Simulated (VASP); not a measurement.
Input of a VASP 6.6.1 run:

Contents of INCAR:

```
ALGO = Normal
EDIFF = 1E-6
ENCUT = 750
GGA = PS
GGA_COMPAT = F
ISIF = 2
ISMEAR = -1
LASPH = T
LCHARG = F
LREAL = F
LWAVE = F
NBANDS = 13
NELM = 120
PREC = Accurate
SIGMA = 0.03
```

The input KPOINTS:

```
k-points
0
Gamma
  9 9 9
```

POSCAR

```
Li2O
1.0
    0.0000000000      2.2939995330      2.2939995330
    2.2939995330      0.0000000000      2.2939995330
    2.2939995330      2.2939995330      0.0000000000
Li O
2 1
Direct
    0.2500000000      0.2500000000      0.2500000000
    0.7500000000      0.7500000000      0.7500000000
    0.0000000000      0.0000000000      0.0000000000
```

Potentials or basis: VASP PAW PBE potentials, release 64 (Li_sv, O).

The run is started by

```sh
$ cat potpaw_PBE.64/Li_sv/POTCAR potpaw_PBE.64/O/POTCAR > POTCAR
$ mpirun -np 1 vasp_std > vasp.out
```

(1) Predict the pressure.

(2) Predict the band gap on the k mesh.

Answers

(1) -0.3 GPa.

(2) 4.97 eV (least direct gap 5.31 eV).

Caveat: the PAW data sets were made with another functional, which shifts forces and pressure a little; an odd mesh through Γ misses points on the zone boundary, where band edges can lie.
